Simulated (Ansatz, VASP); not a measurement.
# CoO in VASP and in Ansatz

INCAR

```
ALGO     = Normal         # electronic algorithm
EDIFF    = 1E-7           # SCF threshold, eV
EDIFFG   = -0.01          # ionic threshold
ENCUT    = 600            # plane-wave cutoff, eV
GGA      = PE             # functional
IBRION   = 2              # ionic algorithm
ISIF     = 3              # what is computed and relaxed
ISMEAR   = -1             # smearing method
ISPIN    = 2              # spin polarisation
IVDW     = 13             # dispersion correction
LASPH    = T              # aspherical terms in the spheres
LCHARG   = F              # write CHGCAR
LMAXMIX  = 4              # l up to which the mixer works
LORBIT   = 11             # projections on sites
LREAL    = F              # projectors in reciprocal space
LWAVE    = F              # write WAVECAR
MAGMOM   = 2 0            # initial moments
NELM     = 150            # most SCF steps
NSW      = 60             # ionic steps
PREC     = Accurate       # precision mode
SIGMA    = 0.05           # smearing width, eV
```

KPOINTS

```
k-points
0
Gamma
  11 11 11
```

POSCAR

```
CoO
1.0
    1.5054695445      0.8691832468      2.4399269062
   -1.5054695445      0.8691832468      2.4399269062
    0.0000000000     -1.7383664936      2.4399269062
Co O
1 1
Direct
    0.0000000000      0.0000000000      0.0000000000
    0.5000000000      0.5000000000      0.5000000000
```

The input input.yaml:

```yaml
crystal:
  lattice:
    - [1.5054695445, 0.8691832468, 2.4399269062]
    - [-1.5054695445, 0.8691832468, 2.4399269062]
    - [0.0, -1.7383664936, 2.4399269062]
  atoms:
    - { symbol: Co, position: [0.0, 0.0, 0.0], spin: 2.0 }
    - { symbol: O, position: [0.5, 0.5, 0.5] }
hamiltonian:
  xc: pbe
  pseudopotentials: { kind: paw }
  dispersion: d4
magnetization:
  spin_polarized: true
kpoints:
  mp_grid: { grid: [11, 11, 11] }
scf:
  occupations: { method: fermi_dirac, width: 0.05 }
output:
  forces: true
  stress: true
  eigenvalues: true
  write_density: true
  write_potential: true
  elf: true
  volumetric_format: npy
relax:
  f_tol: 0.01
  max_steps: 40
  cell: { stress_tol: 0.05 }
```

Alike in both runs: task relaxation of cell and atoms; functional PBE; dispersion D4; k mesh 11 × 11 × 11; occupations fermi-dirac, width 0.05 eV; collinear spin.

|  | VASP | Ansatz |
| --- | --- | --- |
| version | VASP 6.6.1 | Ansatz 0.2.0 |
| potentials or method | VASP PAW PBE potentials, release 64 (Co, O) | Ansatz PAW |
| plane-wave cutoff (eV) | 600 | 420 |
| valence electrons in the cell | 15 | 23 |

```csv
,VASP,Ansatz,Ansatz less VASP
"gap on the k mesh at the Fermi level, each at its own relaxed structure (eV)",none,none,-
net moment per atom (μB),1.39,1.42,+0.031
size of the moment on the site where the two differ most (μB),2.46,2.42,-0.039
relaxed volume (Å³/atom),9.27,9.32,+0.055
relaxed length of the cell vector where the two differ most in proportion (Å),2.882,2.889,+0.0064
```

Site moments also hang on the region over which each program counts them. A gap of «none» marks a metal or a gap that the smearing closes. VASP's potentials hold 15 valence electrons a cell and Ansatz's 23, so a difference there can come from the potentials and not from the codes.

Noted on Ansatz's run: the plane-wave basis is chosen anew once the cell has moved, so the energies of steps on either side of that aren't comparable.
